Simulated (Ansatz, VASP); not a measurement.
## One calculation of TiO2, two programs

```
Ti O
1.0
     4.58900    0.00000    0.00000
     0.00000    4.84900    0.00000
    -0.70820    0.00000    4.68275
Ti O
4 8
Direct
  0.30900 0.04500 0.21800
  0.69100 0.54500 0.28200
  0.69100 0.95500 0.78200
  0.30900 0.45500 0.71800
  0.05600 0.34700 0.28200
  0.94400 0.84700 0.21800
  0.94400 0.65300 0.71800
  0.05600 0.15300 0.78200
  0.42500 0.72700 0.46300
  0.57500 0.22700 0.03700
  0.57500 0.27300 0.53700
  0.42500 0.77300 0.96300
```

Alike in both runs: task electric field gradients; functional PBE; k mesh 7 × 6 × 7; occupations fermi-dirac, width 0.02 eV; no spin polarisation.

|  | VASP | Ansatz |
| --- | --- | --- |
| version | VASP 6.6.1 | Ansatz 0.2.0 |
| potentials or method | VASP PAW PBE potentials, release 64 (Ti_sv, O) | plane-wave PAW, scalar-relativistic |
| plane-wave cutoff (eV) | 520 | 420 |
| valence electrons in the cell | 96 | 96 |

Ansatz gave:

| Property | Result |
| --- | --- |
| gap on the k mesh at the Fermi level (eV) | 1.24 |
| rms of the force components (eV/Å) | 2.420 |
| size of Vzz on the site where it differs most (V/Å²) | 81.9 |

Problem. What did VASP give for the same quantities?

Solution. gap on the k mesh at the Fermi level (eV): 1.22; rms of the force components (eV/Å): 2.439; size of Vzz on the site where it differs most (V/Å²): 79.0.

Atom by atom the forces differ by 0.030 eV/Å (rms over components). The functional is the same, so the differences come from potentials, cutoffs and numerics.
